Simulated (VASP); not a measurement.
# Ga (Im-3m) in VASP: further runs

The runs below take Ga through single point, with PBEsol.

Everything below comes from runs of VASP 6.6.1. Logs are shortened: lines on timing, memory, paths and dates and some standing lists are left out, and cuts for length are marked.

**1. The cell of the first run**

Symmetry: Im-3m, No. 229, cubic system. The conventional cell has a = 3.127 Å, b = 3.127 Å, c = 3.127 Å, α = 90.00°, β = 90.00°, γ = 90.00°. Ga (site symmetry m-3m) has 14 Ga at 2.71 to 3.13 Å within 3.6 Å.

This isn't the form of Ga at room conditions, which is orthorhombic.

**2. Single point, PBEsol (Al replaced by Ga, lengths x 1.005, strained)**

Contents of INCAR:

```
  ALGO = Fast
  EDIFF = 1E-6
  ENCUT = 520
  GGA = PS
  ISIF = 2
  ISMEAR = 0
  LASPH = True
  LCHARG = False
  LREAL = False
  LWAVE = False
  NBANDS = 12
  NELM = 60
  PREC = Accurate
  SIGMA = 0.1
```

Contents of KPOINTS:

```
k-points
0
Gamma
  8 8 8
```

Contents of POSCAR:

```
Ga
1.0
   -1.5635608369      1.5635608369      1.5635608369
    1.5635608369     -1.5635608369      1.5635608369
    1.5635608369      1.5635608369     -1.5635608369
Ga
1
Direct
    0.0000000000      0.0000000000      0.0000000000
```

Potentials or basis: VASP PAW PBE potentials, release 64 (Ga_d).

The run is started by

```sh
$ cat potpaw_PBE.64/Ga_d/POTCAR > POTCAR
$ mpirun -np 1 vasp_std > vasp.out
```

OUTCAR:

```text
EDIFF = 1E-6
   ENCUT = 520
   GGA = PS
   ISIF = 2
   ISMEAR = 0
   LASPH = True
   LREAL = False
   NELM = 60
   PREC = Accurate

 ion  position               nearest neighbor table
   1  0.000  0.000  0.000-

  LATTYP: Found a body centered cubic cell.
 ALAT       =     3.1271216738

  Lattice vectors:

 A1 = (  -1.5635608369,   1.5635608369,   1.5635608369)
 A2 = (   1.5635608369,  -1.5635608369,   1.5635608369)
 A3 = (   1.5635608369,   1.5635608369,  -1.5635608369)

Analysis of symmetry for initial positions (statically):
=====================================================================
 Subroutine PRICEL returns:
 Original cell was already a primitive cell.

 Routine SETGRP: Setting up the symmetry group for a
 body centered cubic supercell.

 Subroutine GETGRP returns: Found 48 space group operations
 (whereof 48 operations were pure point group operations)
 out of a pool of 48 trial point group operations.

The static configuration has the point symmetry O_h .

Analysis of symmetry for dynamics (positions and initial velocities):
=====================================================================
 Subroutine PRICEL returns:
 Original cell was already a primitive cell.

 Routine SETGRP: Setting up the symmetry group for a
 body centered cubic supercell.

 Subroutine GETGRP returns: Found 48 space group operations
 (whereof 48 operations were pure point group operations)
 out of a pool of 48 trial point group operations.

The dynamic configuration has the point symmetry O_h .

 Subroutine INISYM returns: Found 48 space group operations
 (whereof 48 operations are pure point group operations),
 and found     1 'primitive' translations

----------------------------------------------------------------------------------------

                                     Primitive cell

  volume of cell :      15.2899

  direct lattice vectors                    reciprocal lattice vectors
    -1.563560837  1.563560837  1.563560837     0.000000000  0.319782888  0.319782888
     1.563560837 -1.563560837  1.563560837     0.319782888  0.000000000  0.319782888
     1.563560837  1.563560837 -1.563560837     0.319782888  0.319782888  0.000000000

  length of vectors
     2.708166810  2.708166810  2.708166810     0.452241297  0.452241297  0.452241297

  position of ions in fractional coordinates (direct lattice)
     0.000000000  0.000000000  0.000000000

  ion indices of the primitive-cell ions
   primitive index   ion index
                 1           1

----------------------------------------------------------------------------------------

 KPOINTS: k-points

Automatic generation of k-mesh.
 Grid dimensions read from file:
 generate k-points for:    8    8    8

 Generating k-lattice:

  Cartesian coordinates                     Fractional coordinates (reciprocal lattice)
     0.000000000  0.039972861  0.039972861     0.125000000  0.000000000  0.000000000
     0.039972861  0.000000000  0.039972861     0.000000000  0.125000000  0.000000000
     0.039972861  0.039972861  0.000000000     0.000000000  0.000000000  0.125000000

  Length of vectors
     0.056530162  0.056530162  0.056530162

  Shift w.r.t. Gamma in fractional coordinates (k-lattice)
     0.000000000  0.000000000  0.000000000

 Subroutine IBZKPT returns following result:
 ===========================================

 Found     29 irreducible k-points:

 Following reciprocal coordinates:
            Coordinates               Weight
  0.000000  0.000000  0.000000      1.000000
  0.125000  0.000000  0.000000     12.000000
  0.250000  0.000000  0.000000     12.000000
  0.375000  0.000000  0.000000     12.000000
  0.500000  0.000000  0.000000      6.000000
  0.125000  0.125000  0.000000     24.000000
[... 16 lines left out ...]
 -0.250000  0.250000  0.250000      6.000000
 -0.375000  0.375000  0.250000     24.000000
 [... further k-points ...]
   k-points           NKPTS =     29   k-points in BZ     NKDIM =     29   number of bands    NBANDS=     12
   number of dos      NEDOS =    301   number of ions     NIONS =      1
   total plane-waves  NPLWV =   8000
   dimension x,y,z NGX =    20 NGY =   20 NGZ =   20
   dimension x,y,z NGXF=    40 NGYF=   40 NGZF=   40
   ions per type =               1
   NGX,Y,Z   is equivalent  to a cutoff of  12.28, 12.28, 12.28 a.u.
   NGXF,Y,Z  is equivalent  to a cutoff of  24.55, 24.55, 24.55 a.u.
 SYSTEM =  unknown system
   PREC   = accura    normal or accurate (medium, high low for compatibility)
   ISTART =      0    job   : 0-new  1-cont  2-samecut
   ICHARG =      2    charge: 1-file 2-atom 10-const
   ISPIN  =      1    spin polarized calculation?
   LNONCOLLINEAR =      F non collinear calculations
   LSORBIT =      F    spin-orbit coupling
   LASPH  =      T    aspherical Exc in radial PAW
   ENCUT  =  520.0 eV  38.22 Ry    6.18 a.u.   5.04  5.04  5.04*2*pi/ulx,y,z
   NELM   =     60;   NELMIN=  2; NELMDL= -5     # of ELM steps
   EDIFF  = 0.1E-05   stopping-criterion for ELM
   LREAL  =      F    real-space projection
   EDIFFG = 0.1E-04   stopping-criterion for IOM
   NSW    =      0    number of steps for IOM
   IBRION =     -1    ionic relax: 0-MD 1-quasi-New 2-CG
   NFREE  =      0    steps in history (QN), initial steepest desc. (CG)
   ISIF   =      2    stress and relaxation
   ISYM   =      2    0-nonsym 1-usesym 2-fastsym
   POTIM  = 0.5000    time-step for ionic-motion
   TEBEG  =    0.0;   TEEND  =   0.0 temperature during run
   PSTRESS=    0.0 pullay stress
   NELECT =      13.0000    total number of electrons
   NUPDOWN=      -1.0000    fix difference up-down
   EMIN   =  10.00;   EMAX   =-10.00  energy-range for DOS
   EFERMI =   0.00;   METHOD = LEGACY
   ISMEAR =     0;   SIGMA  =   0.10  broadening in eV -4-tet -1-fermi 0-gaus
   EFERMI_NEDOS =   21; number of points for ismear=-14 and -15
   IALGO  =     68    algorithm
   IMIX   =      4    mixing-type and parameters
     AMIX     =   0.40;   BMIX     =  1.00
     AMIX_MAG =   1.60;   BMIX_MAG =  1.00
  volume/ion in A,a.u.               =      15.29       103.18
  Fermi-wavevector in a.u.,A,eV,Ry     =   1.550914  2.930803 32.726577  2.405336
  Thomas-Fermi vector in A             =   2.655509
   LORBIT       =      0    0 simple, 1 ext, 2 COOP (PROOUT), +10 PAW based schemes
   GGA     = PS    functional components
   LHFCALC =     F    Hartree Fock is set to
   AEXX    =    0.0000 exact exchange contribution
   IVDW    =     0    specifies the selected vdW correction
   LEPSILON=     F    determine dielectric tensor
   LRPA    =     F    only Hartree local field effects (RPA)
 non-spin polarized calculation
 RMM-DIIS sequential band-by-band and
 Gauss-broadening in eV      SIGMA  =   0.10
  energy-cutoff  :      520.00
  volume of cell :       15.29
 maximum number of plane-waves:       427
   NGX =  9   NGY =  9   NGZ =  9

 number of electron      12.9999989 magnetization

 Free energy of the ion-electron system (eV)
  ---------------------------------------------------
  ext. energy  EPLUGINS =         0.00000000
  ---------------------------------------------------
  free energy    TOTEN  =        -3.16814464 eV

  energy without entropy =       -3.16414686  energy(sigma->0) =       -3.16614575

 E-fermi :   7.7742     XC(G=0): -12.2530

 val. band max:        7.7129832728   @ k =   0.2500   0.2500   0.1250
 cond. band min:       7.8279175655   @ k =  -0.3750   0.3750   0.1250
 fundamental gap:      0.1149342928
 Fermi energy:         7.7741837447

 k-point     1 :       0.0000    0.0000    0.0000
  band No.  band energies     occupation
      1      -7.5883      2.00000
      2      -7.5883      2.00000
      3      -7.5883      2.00000
      4      -7.2809      2.00000
      5      -7.2809      2.00000
      6      -5.2557      2.00000
      7      22.9290      0.00000
      8      22.9290      0.00000
      9      22.9291      0.00000
     10      26.6810      0.00000
     11      26.6810      0.00000
     12      26.6814      0.00000

 k-point     2 :       0.1250    0.0000    0.0000
  band No.  band energies     occupation
      1      -7.6104      2.00000
      2      -7.5811      2.00000
      3      -7.5182      2.00000
      4      -7.3019      2.00000
      5      -7.2804      2.00000
      6      -4.7564      2.00000
      7      18.6995      0.00000
      8      20.7667      0.00000
      9      21.7789      0.00000
     10      23.9092      0.00000
     11      24.0216      0.00000
     12      26.1398      0.00000

 k-point     3 :       0.2500    0.0000    0.0000
  band No.  band energies     occupation
      1      -7.6637      2.00000
      2      -7.6144      2.00000
      3      -7.3447      2.00000
      4      -7.3250      2.00000
      5      -7.2784      2.00000
      6      -3.2290      2.00000
      7      12.7015      0.00000
      8      18.1684      0.00000
      9      19.7570      0.00000
     10      21.8537      0.00000
     11      22.5337      0.00000
     12      27.4045      0.00000
[... 286 lines left out ...]
 k-point    23 :      -0.2500    0.2500    0.2500
  band No.  band energies     occupation
      1      -7.5259      2.00000
      2      -7.4355      2.00000
      3      -7.4355      2.00000
      4      -7.4112      2.00000
      5      -7.3583      2.00000
      6      -1.2007      2.00000
      7      13.6022      0.00000
      8      13.6022      0.00000
      9      14.9718      0.00000
     10      16.8873      0.00000
     11      29.5798      0.00000
     12      30.0083      0.00000

 k-point    24 :      -0.3750    0.3750    0.2500
  band No.  band energies     occupation
      1      -7.6232      2.00000
      2      -7.5190      2.00000
      3      -7.4375      2.00000
      4      -7.3421      2.00000
      5      -7.1936      2.00000
      6       1.3202      2.00000
      7       9.1675      0.00000
      8      11.9939      0.00000
      9      14.5011      0.00000
     10      17.6192      0.00000
     11      25.0123      0.00000
     12      28.4743      0.00000

 [... further k-points ...]

------------------------ aborting loop because EDIFF is reached ----------------------------------------

  FORCE on cell =-STRESS in cart. coord.  units (eV):
  Direction    XX          YY          ZZ          XY          YZ          ZX
  --------------------------------------------------------------------------------------
  -------------------------------------------------------------------------------------
  Total        1.3153826      1.3153826      1.3153826      0.0000000     -0.0000000      0.0000000
  in kB      137.8346240    137.8346240    137.8346240      0.0000000     -0.0000000      0.0000000
  external PRESSURE =     137.8346240 kB  Pullay stress =       0.0000000 kB

 VOLUME and BASIS-vectors are now :
 -----------------------------------------------------------------------------
  energy-cutoff  :      520.00
  volume of cell :       15.29
      direct lattice vectors                 reciprocal lattice vectors
    -1.563560837  1.563560837  1.563560837     0.000000000  0.319782888  0.319782888
     1.563560837 -1.563560837  1.563560837     0.319782888  0.000000000  0.319782888
     1.563560837  1.563560837 -1.563560837     0.319782888  0.319782888  0.000000000

 POSITION                                       TOTAL-FORCE (eV/Angst)
 -----------------------------------------------------------------------------------
      0.00000      0.00000      0.00000         0.000000     -0.000000      0.000000
 -----------------------------------------------------------------------------------
    total drift:                                0.000000     -0.000000      0.000000

  FREE ENERGIE OF THE ION-ELECTRON SYSTEM (eV)
  ---------------------------------------------------
  free  energy   TOTEN  =        -3.1681446413 eV

  energy  without entropy=       -3.1641468558  energy(sigma->0) =       -3.16614575
```

Run time: 4.1 s. Hardware: 1 thread of AMD EPYC 7R13 (Zen 3), shared host; peak memory 0.09 GiB.

What came out:

- Free energy: -3.1681 eV
- Pressure: 13.8 GPa
- Band gap on the k mesh: zero (an odd number of electrons rules out a gap without spin polarisation)

Levels at points of the mesh, in eV from the Fermi level:
```csv
k point,band 2,band 3,band 4,band 5,band 6,band 7,band 8,band 9,band 10,band 11
"(0.00, 0.00, 0.00)",-15.36,-15.36,-15.06,-15.06,-13.03,15.15,15.15,15.15,18.91,18.91
"(0.50, 0.00, 0.00)",-15.51,-15.07,-15.05,-14.86,-5.01,-4.78,8.09,10.07,12.48,13.59
"(0.50, 0.50, 0.50)",-15.57,-14.91,-14.91,-14.91,1.45,1.45,1.45,3.18,5.82,5.82
```

Caveat: the cell differs from its parent crystal (Al replaced by Ga, lengths x 1.005, strained); the cell stands under pressure; the PAW data sets were made with another functional, which shifts forces and pressure a little.

**3. Single point, PBEsol (Al replaced by Ga, lengths x 1.005, strained)**

Contents of INCAR:

```
SYSTEM = Ga
PREC = Accurate
ENCUT = 520
EDIFF = 1E-7
ISMEAR = 0
SIGMA = 0.1
LREAL = .FALSE.
LASPH = .TRUE.
NELM = 100
ALGO = Normal
ISIF = 2
LWAVE = .FALSE.
LCHARG = .TRUE.
GGA = PS
LELF = .TRUE.
LVHAR = .TRUE.
NBANDS = 12
```

Contents of KPOINTS:

```
regular mesh
0
G
  18 18 18
  0 0 0
```

POSCAR is that of step 2.

Potentials or basis: VASP PAW PBE potentials, release 64 (Ga_d).

The run is started by

```sh
$ cat potpaw_PBE.64/Ga_d/POTCAR > POTCAR
$ mpirun -np 1 vasp_std > vasp.out
```

Wall time 18 s (1 thread of AMD EPYC 7R13 (Zen 3), shared host); peak memory 0.12 GiB.

The run converged. Its results:

* Free energy: -3.2138 eV
* Pressure: 14.2 GPa
* Band gap on the k mesh: zero (an odd number of electrons rules out a gap without spin polarisation)

Levels at points of the mesh, in eV from the Fermi level:
| k point | band 2 | band 3 | band 4 | band 5 | band 6 | band 7 | band 8 | band 9 | band 10 | band 11 |
| --- | --- | --- | --- | --- | --- | --- | --- | --- | --- | --- |
| (0.00, 0.00, 0.00) | -15.21 | -15.21 | -14.91 | -14.91 | -12.89 | 15.30 | 15.30 | 15.30 | 19.05 | 19.05 |
| (0.50, 0.00, 0.00) | -15.36 | -14.92 | -14.90 | -14.71 | -4.87 | -4.63 | 8.23 | 10.21 | 12.62 | 13.73 |
| (0.50, 0.50, 0.50) | -15.42 | -14.76 | -14.76 | -14.76 | 1.59 | 1.59 | 1.59 | 3.33 | 5.96 | 5.96 |

Caveat: the cell differs from its parent crystal (Al replaced by Ga, lengths x 1.005, strained); the cell stands under pressure; the PAW data sets were made with another functional, which shifts forces and pressure a little.
